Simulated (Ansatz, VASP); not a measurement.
# Ge: VASP beside Ansatz

```xyz
2
Lattice="0.0000 2.8369 2.8369 2.8369 0.0000 2.8369 2.8369 2.8369 0.0000" Properties=species:S:1:pos:R:3 pbc="T T T"
Ge    0.0000    0.0000    0.0000
Ge    1.4184    1.4184    1.4184
```

Alike in both runs: task single point; functional r2SCAN; k mesh 8 × 8 × 8; occupations fermi-dirac, width 0.02 eV; no spin polarisation.

|  | VASP | Ansatz |
| --- | --- | --- |
| version | VASP 6.6.1 | Ansatz 0.2.0 |
| potentials or method | VASP PAW PBE potentials, release 64 (Ge_d) | plane waves, PAW |
| plane-wave cutoff (eV) | 520 | 500 |
| valence electrons in the cell | 28 | 28 |

|  | VASP | Ansatz | Ansatz less VASP |
| --- | --- | --- | --- |
| pressure (GPa) | 0.0 | 0.0 | -0.04 |

VASP's potentials were made for PBE, not for r2SCAN.
